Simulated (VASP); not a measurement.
# ZnCd3Te2 in VASP: notebook

The runs below take ZnCd3Te2 through single point, with PBE.

Program: VASP 6.6.1. These are calculated values, not measurements. Logs are shortened: lines on timing, memory, paths and dates and some standing lists are left out, and cuts for length are marked.

## (1) The cell of the first run

The typed cell holds 6 atoms: a = 7.473 Å, b = 7.473 Å, c = 4.264 Å, α = 90.00°, β = 90.00°, γ = 120.00°.

The cell was generated, and may not be a known phase.

## (2) Single point, PBE

Contents of INCAR:

```
ALGO = Fast
EDIFF = 1E-6
ENCUT = 520
GGA = PE
ISIF = 2
ISMEAR = 0
LASPH = True
LCHARG = False
LREAL = False
LWAVE = False
NBANDS = 39
NELM = 60
PREC = Accurate
SIGMA = 0.1
```

Contents of KPOINTS:

```
k-points
0
Gamma
  6 6 8
```

Contents of POSCAR:

```
ZnCd3Te2
1.0
    7.4730012628      0.0000000000      0.0000000000
   -3.7365006314      6.4718089361      0.0000000000
    0.0000000000      0.0000000000      4.2640450766
Zn Cd Te
1 3 2
Direct
    0.0000000000      0.0000000000      0.5000000000
    0.5000000000      0.0000000000      0.5000000000
    0.0000000000      0.5000000000      0.5000000000
    0.5000000000      0.5000000000      0.5000000000
    0.3333333333      0.6666666667      0.0000773326
    0.6666666667      0.3333333333      0.9999226674
```

Potentials or basis: VASP PAW PBE potentials, release 64 (Zn, Cd, Te).

Command:

```console
$ cat potpaw_PBE.64/Zn/POTCAR potpaw_PBE.64/Cd/POTCAR potpaw_PBE.64/Te/POTCAR > POTCAR
$ mpirun -np 1 vasp_std > vasp.out
```

OUTCAR:

```text
EDIFF = 1E-6
   ENCUT = 520
   GGA = PE
   ISIF = 2
   ISMEAR = 0
   LASPH = True
   LREAL = False
   NELM = 60
   PREC = Accurate

 ion  position               nearest neighbor table
   1  0.000  0.000  0.500-
   2  0.500  0.000  0.500-   5 3.03   6 3.03   5 3.03   6 3.03   4 3.74   3 3.74   4 3.74   3 3.74

   3  0.000  0.500  0.500-   5 3.03   6 3.03   5 3.03   6 3.03   4 3.74   4 3.74   2 3.74   2 3.74

   4  0.500  0.500  0.500-   5 3.03   6 3.03   5 3.03   6 3.03   3 3.74   3 3.74   2 3.74   2 3.74

   5  0.333  0.667  0.000-   3 3.03   2 3.03   4 3.03   3 3.03   2 3.03   4 3.03
   6  0.667  0.333  1.000-   3 3.03   2 3.03   4 3.03   3 3.03   2 3.03   4 3.03

  LATTYP: Found a hexagonal cell.
 ALAT       =     7.4730012628
 C/A-ratio  =     0.5705933837

  Lattice vectors:

 A1 = (   7.4730012628,   0.0000000000,   0.0000000000)
 A2 = (  -3.7365006314,   6.4718089361,   0.0000000000)
 A3 = (   0.0000000000,   0.0000000000,   4.2640450766)

Analysis of symmetry for initial positions (statically):
=====================================================================
 Subroutine PRICEL returns:
 Original cell was already a primitive cell.

 Routine SETGRP: Setting up the symmetry group for a
 hexagonal supercell.

 Subroutine GETGRP returns: Found 12 space group operations
 (whereof 12 operations were pure point group operations)
 out of a pool of 24 trial point group operations.

The static configuration has the point symmetry D_3d.

Analysis of symmetry for dynamics (positions and initial velocities):
=====================================================================
 Subroutine PRICEL returns:
 Original cell was already a primitive cell.

 Routine SETGRP: Setting up the symmetry group for a
 hexagonal supercell.

 Subroutine GETGRP returns: Found 12 space group operations
 (whereof 12 operations were pure point group operations)
 out of a pool of 24 trial point group operations.

The dynamic configuration has the point symmetry D_3d.

 Subroutine INISYM returns: Found 12 space group operations
 (whereof 12 operations are pure point group operations),
 and found     1 'primitive' translations

----------------------------------------------------------------------------------------

                                     Primitive cell

  volume of cell :     206.2256

  direct lattice vectors                    reciprocal lattice vectors
     7.473001263  0.000000000  0.000000000     0.133815045  0.077258152  0.000000000
    -3.736500631  6.471808936  0.000000000     0.000000000  0.154516304  0.000000000
     0.000000000  0.000000000  4.264045077     0.000000000  0.000000000  0.234519097

  length of vectors
     7.473001263  7.473001263  4.264045077     0.154516304  0.154516304  0.234519097

  position of ions in fractional coordinates (direct lattice)
     0.000000000  0.000000000  0.500000000
     0.500000000  0.000000000  0.500000000
     1.000000000  0.500000000  0.500000000
     0.500000000  0.500000000  0.500000000
     0.333333333  0.666666667  0.000077333
     0.666666667  0.333333333  0.999922667

  ion indices of the primitive-cell ions
   primitive index   ion index
                 1           1
                 2           2
                 3           3
                 4           4
                 5           5
                 6           6

----------------------------------------------------------------------------------------

 KPOINTS: k-points

Automatic generation of k-mesh.
 Grid dimensions read from file:
 generate k-points for:    6    6    8

 Generating k-lattice:

  Cartesian coordinates                     Fractional coordinates (reciprocal lattice)
     0.022302507  0.012876359  0.000000000     0.166666667  0.000000000  0.000000000
     0.000000000  0.025752717  0.000000000     0.000000000  0.166666667  0.000000000
     0.000000000  0.000000000  0.029314887     0.000000000  0.000000000  0.125000000

  Length of vectors
     0.025752717  0.025752717  0.029314887

  Shift w.r.t. Gamma in fractional coordinates (k-lattice)
     0.000000000  0.000000000  0.000000000

 Subroutine IBZKPT returns following result:
 ===========================================

 Found     44 irreducible k-points:

 Following reciprocal coordinates:
            Coordinates               Weight
  0.000000  0.000000  0.000000      1.000000
  0.166667  0.000000  0.000000      6.000000
  0.333333  0.000000  0.000000      6.000000
  0.500000  0.000000  0.000000      3.000000
  0.166667  0.166667  0.000000      6.000000
  0.333333  0.166667  0.000000     12.000000
[... 16 lines left out ...]
  0.500000  0.000000  0.250000      6.000000
  0.166667  0.166667  0.250000     12.000000
 [... further k-points ...]
   k-points           NKPTS =     44   k-points in BZ     NKDIM =     44   number of bands    NBANDS=     39
   number of dos      NEDOS =    301   number of ions     NIONS =      6
   total plane-waves  NPLWV = 100352
   dimension x,y,z NGX =    56 NGY =   56 NGZ =   32
   dimension x,y,z NGXF=   112 NGYF=  112 NGZF=   64
   ions per type =               1   3   2
   NGX,Y,Z   is equivalent  to a cutoff of  12.46, 12.46, 12.48 a.u.
   NGXF,Y,Z  is equivalent  to a cutoff of  24.92, 24.92, 24.95 a.u.
 SYSTEM =  unknown system
   PREC   = accura    normal or accurate (medium, high low for compatibility)
   ISTART =      0    job   : 0-new  1-cont  2-samecut
   ICHARG =      2    charge: 1-file 2-atom 10-const
   ISPIN  =      1    spin polarized calculation?
   LNONCOLLINEAR =      F non collinear calculations
   LSORBIT =      F    spin-orbit coupling
   LASPH  =      T    aspherical Exc in radial PAW
   ENCUT  =  520.0 eV  38.22 Ry    6.18 a.u.  13.89 13.89  7.93*2*pi/ulx,y,z
   NELM   =     60;   NELMIN=  2; NELMDL= -5     # of ELM steps
   EDIFF  = 0.1E-05   stopping-criterion for ELM
   LREAL  =      F    real-space projection
   EDIFFG = 0.1E-04   stopping-criterion for IOM
   NSW    =      0    number of steps for IOM
   IBRION =     -1    ionic relax: 0-MD 1-quasi-New 2-CG
   NFREE  =      0    steps in history (QN), initial steepest desc. (CG)
   ISIF   =      2    stress and relaxation
   ISYM   =      2    0-nonsym 1-usesym 2-fastsym
   POTIM  = 0.5000    time-step for ionic-motion
   TEBEG  =    0.0;   TEEND  =   0.0 temperature during run
   PSTRESS=    0.0 pullay stress
   NELECT =      60.0000    total number of electrons
   NUPDOWN=      -1.0000    fix difference up-down
   EMIN   =  10.00;   EMAX   =-10.00  energy-range for DOS
   EFERMI =   0.00;   METHOD = LEGACY
   ISMEAR =     0;   SIGMA  =   0.10  broadening in eV -4-tet -1-fermi 0-gaus
   EFERMI_NEDOS =   21; number of points for ismear=-14 and -15
   IALGO  =     68    algorithm
   IMIX   =      4    mixing-type and parameters
     AMIX     =   0.40;   BMIX     =  1.00
     AMIX_MAG =   1.60;   BMIX_MAG =  1.00
  volume/ion in A,a.u.               =      34.37       231.95
  Fermi-wavevector in a.u.,A,eV,Ry     =   1.084787  2.049950 16.010825  1.176762
  Thomas-Fermi vector in A             =   2.220885
   LORBIT       =      0    0 simple, 1 ext, 2 COOP (PROOUT), +10 PAW based schemes
   GGA     = PE    functional components
   LHFCALC =     F    Hartree Fock is set to
   AEXX    =    0.0000 exact exchange contribution
   IVDW    =     0    specifies the selected vdW correction
   LEPSILON=     F    determine dielectric tensor
   LRPA    =     F    only Hartree local field effects (RPA)
 non-spin polarized calculation
 RMM-DIIS sequential band-by-band and
 Gauss-broadening in eV      SIGMA  =   0.10
  energy-cutoff  :      520.00
  volume of cell :      206.23
 maximum number of plane-waves:      5578
   NGX = 27   NGY = 27   NGZ = 15

 number of electron      60.0000009 magnetization

 Free energy of the ion-electron system (eV)
  ---------------------------------------------------
  ext. energy  EPLUGINS =         0.00000000
  ---------------------------------------------------
  free energy    TOTEN  =        -9.15059580 eV

  energy without entropy =       -9.13780780  energy(sigma->0) =       -9.14420180

 E-fermi :   2.1754     XC(G=0):  -8.4670

 val. band max:        2.1501532310   @ k =   0.3333   0.3333   0.0000
 cond. band min:       2.1855841353   @ k =   0.5000   0.0000   0.5000
 fundamental gap:      0.0354309043
 Fermi energy:         2.1753904260

 k-point     1 :       0.0000    0.0000    0.0000
  band No.  band energies     occupation
      1      -9.8810      2.00000
      2      -9.0887      2.00000
      3      -6.9073      2.00000
      4      -6.7521      2.00000
      5      -6.7211      2.00000
      6      -6.7211      2.00000
[... 31 lines left out ...]
     38       6.8471      0.00000
     39       7.1092      0.00000

 k-point     2 :       0.1667    0.0000    0.0000
  band No.  band energies     occupation
      1      -9.8427      2.00000
      2      -9.1482      2.00000
      3      -6.8899      2.00000
      4      -6.7407      2.00000
      5      -6.7138      2.00000
      6      -6.7016      2.00000
[... 31 lines left out ...]
     38       6.8658      0.00000
     39       6.9683      0.00000

 k-point     3 :       0.3333    0.0000    0.0000
  band No.  band energies     occupation
      1      -9.7404      2.00000
      2      -9.2910      2.00000
      3      -6.8444      2.00000
      4      -6.7251      2.00000
      5      -6.6860      2.00000
      6      -6.6790      2.00000
[... 31 lines left out ...]
     38       6.7133      0.00000
     39       6.7745      0.00000

 k-point     4 :       0.5000    0.0000    0.0000
  band No.  band energies     occupation
      1      -9.6542      2.00000
      2      -9.3966      2.00000
      3      -6.8078      2.00000
      4      -6.7215      2.00000
      5      -6.6984      2.00000
      6      -6.6786      2.00000
[... 31 lines left out ...]
     38       6.5339      0.00000
     39       6.6696      0.00000
[... 754 lines left out ...]
     38       6.7551      0.00000
     39       7.4053      0.00000

 k-point    23 :       0.5000    0.0000    0.2500
  band No.  band energies     occupation
      1      -9.4400      2.00000
      2      -9.3195      2.00000
      3      -6.7992      2.00000
      4      -6.7458      2.00000
      5      -6.6792      2.00000
      6      -6.6641      2.00000
[... 31 lines left out ...]
     38       6.5068      0.00000
     39       7.1830      0.00000

 k-point    24 :       0.1667    0.1667    0.2500
  band No.  band energies     occupation
      1      -9.5019      2.00000
      2      -9.2610      2.00000
      3      -6.7926      2.00000
      4      -6.7145      2.00000
      5      -6.6821      2.00000
      6      -6.6639      2.00000
[... 31 lines left out ...]
     38       7.0544      0.00000
     39       7.0696      0.00000

 [... further k-points ...]

------------------------ aborting loop because EDIFF is reached ----------------------------------------

  FORCE on cell =-STRESS in cart. coord.  units (eV):
  Direction    XX          YY          ZZ          XY          YZ          ZX
  --------------------------------------------------------------------------------------
  -------------------------------------------------------------------------------------
  Total        0.1098536      0.1098536      0.1905459      0.0000000      0.0000000      0.0000000
  in kB        0.8534583      0.8534583      1.4803612      0.0000000      0.0000000      0.0000000
  external PRESSURE =       1.0624259 kB  Pullay stress =       0.0000000 kB

 VOLUME and BASIS-vectors are now :
 -----------------------------------------------------------------------------
  energy-cutoff  :      520.00
  volume of cell :      206.23
      direct lattice vectors                 reciprocal lattice vectors
     7.473001263  0.000000000  0.000000000     0.133815045  0.077258152  0.000000000
    -3.736500631  6.471808936  0.000000000     0.000000000  0.154516304  0.000000000
     0.000000000  0.000000000  4.264045077     0.000000000  0.000000000  0.234519097

 POSITION                                       TOTAL-FORCE (eV/Angst)
 -----------------------------------------------------------------------------------
      0.00000      0.00000      2.13202        -0.000000      0.000000     -0.000000
      3.73650      0.00000      2.13202        -0.000000      0.000000     -0.000000
     -1.86825      3.23590      2.13202        -0.000000      0.000000     -0.000000
      1.86825      3.23590      2.13202        -0.000000      0.000000     -0.000000
     -0.00000      4.31454      0.00033        -0.000000      0.000000     -0.001078
      3.73650      2.15727      4.26372         0.000000     -0.000000      0.001078
 -----------------------------------------------------------------------------------
    total drift:                               -0.000000      0.000000     -0.000000

  FREE ENERGIE OF THE ION-ELECTRON SYSTEM (eV)
  ---------------------------------------------------
  free  energy   TOTEN  =        -9.1505958008 eV

  energy  without entropy=       -9.1378077957  energy(sigma->0) =       -9.14420180
```

Wall time 6.9 min (1 thread of Intel Xeon Platinum 8488C (Sapphire Rapids), shared host); peak memory 0.52 GiB.

What came out:

- Free energy: -9.1506 eV
- Pressure: 0.1 GPa
- Band gap on the k mesh: zero (bands 30 and 31 overlap by 1.99 eV)

Caveat: spin-orbit coupling is left out, which moves the levels of the heavy elements.

## (3) Single point, PBE

This run uses another cell than the first one, of 34.19 Å³/atom.

Contents of INCAR:

```
SYSTEM = ZnCd3Te2
ALGO     = Fast           ! electronic algorithm
EDIFF    = 1E-7           ! SCF threshold, eV
ENCUT    = 520            ! plane-wave cutoff, eV
GGA      = PE             ! functional
ISIF     = 2              ! what is computed and relaxed
ISMEAR   = 0              ! smearing method
LASPH    = .True.         ! aspherical terms in the spheres
LCHARG   = .True.         ! write CHGCAR
LELF     = .True.         ! ELF
LREAL    = .False.        ! projectors in reciprocal space
LVHAR    = .True.       
LWAVE    = .False.        ! write WAVECAR
NBANDS   = 39             ! bands
NELM     = 80             ! most SCF steps
PREC     = Accurate       ! precision mode
SIGMA    = 0.1            ! smearing width, eV
```

Contents of KPOINTS:

```
k-points
0
Gamma
  6 6 10
  0 0 0
```

Contents of POSCAR:

```
ZnCd3Te2
1.0
    7.4451986587      0.0000000000      0.0000000000
   -3.7225993294      6.4477311747      0.0000000000
    0.0000000000      0.0000000000      4.2729992376
Zn Cd Te
1 3 2
Direct
    0.0000000000      0.0000000000      0.5000000000
    0.5000000000      0.0000000000      0.5000000000
    0.0000000000      0.5000000000      0.5000000000
    0.5000000000      0.5000000000      0.5000000000
    0.3333333333      0.6666666667     -0.0000099301
    0.6666666667      0.3333333333      1.0000099301
```

Potentials or basis: VASP PAW PBE potentials, release 64 (Zn, Cd, Te).

Command:

```console
$ cat potpaw_PBE.64/Zn/POTCAR potpaw_PBE.64/Cd/POTCAR potpaw_PBE.64/Te/POTCAR > POTCAR
$ mpirun -np 1 vasp_std > vasp.out
```

It took 6.4 min on 1 thread of Intel Xeon Platinum 8488C (Sapphire Rapids), shared host; peak memory 0.57 GiB.

It converged, with:

```
Free energy            : -9.2004 eV
Pressure               : 0.1 GPa
Band gap on the k mesh : zero (bands 30 and 31 overlap by 2.07 eV)
```

Levels at points of the mesh, in eV from the Fermi level:
```tsv
k point	band 27	band 28	band 29	band 30	band 31	band 32	band 33	band 34
(0.00, 0.00, 0.00)	-2.70	-2.37	-0.58	-0.56	1.16	1.16	2.05	2.98
(0.50, 0.00, 0.00)	-2.02	-1.86	-1.28	-0.34	0.36	1.05	2.65	2.97
(0.00, 0.00, 0.50)	-1.89	-1.56	-1.56	-1.07	-1.07	0.30	0.30	1.04
(0.50, 0.00, 0.50)	-2.64	-1.94	-1.76	-0.87	0.12	0.82	1.58	2.27
```

Caveat: spin-orbit coupling is left out, which moves the levels of the heavy elements.

The gap in the log of VASP goes by the Fermi energy; the results here count the filled bands.